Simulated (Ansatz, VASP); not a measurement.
Given: the input of a run of VASP 6.6.1 on BN.

INCAR

```
PREC = Accurate
ENCUT = 910
EDIFF = 1E-6
ISMEAR = -1
SIGMA = 0.05
LREAL = F
LASPH = T
NELM = 120
ALGO = Normal
ISIF = 2
LWAVE = F
LCHARG = F
NBANDS = 16
GGA_COMPAT = F
```

Contents of KPOINTS:

```
regular mesh
0
Gamma
  12 12 6
```

File POSCAR:

```
BN
1.0
    2.5194226731      0.0000000000      0.0000000000
   -1.2597113366      2.1818840378      0.0000000000
    0.0000000000      0.0000000000      4.1697283350
N B
2 2
Direct
    0.3333333333      0.6666666667      0.1252760000
    0.6666666667      0.3333333333      0.6252760000
    0.3333333333      0.6666666667      0.4997240000
    0.6666666667      0.3333333333      0.9997240000
```

Potentials or basis: VASP PAW LDA potentials, release 64 (N_h, B_h).

Launch:

```bash
$ cat potpaw_LDA.64/N_h/POTCAR potpaw_LDA.64/B_h/POTCAR > POTCAR
$ mpirun -np 1 vasp_std > vasp.out
```

Question: Set up the same calculation for Ansatz 0.2.0. Potentials there: Ansatz PAW.

Answer: As run (the cutoff follows the program's own potentials):

input.yaml

```yaml
crystal:
  lattice:
    - [2.5194226731, 0.0, 0.0]
    - [-1.2597113366, 2.1818840378, 0.0]
    - [0.0, 0.0, 4.169728335]
  atoms:
    - { symbol: "N", position: [0.3333333333, 0.6666666667, 0.125276] }
    - { symbol: "N", position: [0.6666666667, 0.3333333333, 0.625276] }
    - { symbol: B, position: [0.3333333333, 0.6666666667, 0.499724] }
    - { symbol: B, position: [0.6666666667, 0.3333333333, 0.999724] }
hamiltonian:
  xc: lda
  pseudopotentials: { kind: paw }
kpoints:
  mp_grid: { grid: [12, 12, 6] }
scf:
  occupations: { method: fermi_dirac, width: 0.05 }
output:
  forces: true
  stress: true
  eigenvalues: true
```

Potentials or basis: Ansatz PAW.

The run is started by

```console
$ ansatz run input.yaml --threads 1 --pin off --max-ram 3584MiB --backend cpu --events-out ev --progress --plain --runs-dir out
```

Both were run:

|  | VASP | Ansatz | Ansatz less VASP |
| --- | --- | --- | --- |
| gap on the k mesh at the Fermi level (eV) | 4.90 | 4.93 | +0.022 |
| least direct gap on the mesh (eV) | 8.30 | 8.31 | +0.008 |
| rms of the force components (eV/Å) | 0.006 | 0.005 | -0.0010 |

LDA's correlation is that of Perdew and Zunger in VASP and of Perdew and Wang (1992) in Ansatz. Atom by atom the forces differ by 0.001 eV/Å (rms over components).

Noted on VASP's run: the cutoff is short for stress, so the pressure is rough. Noted on Ansatz's run: Pulay correction over one GPa.
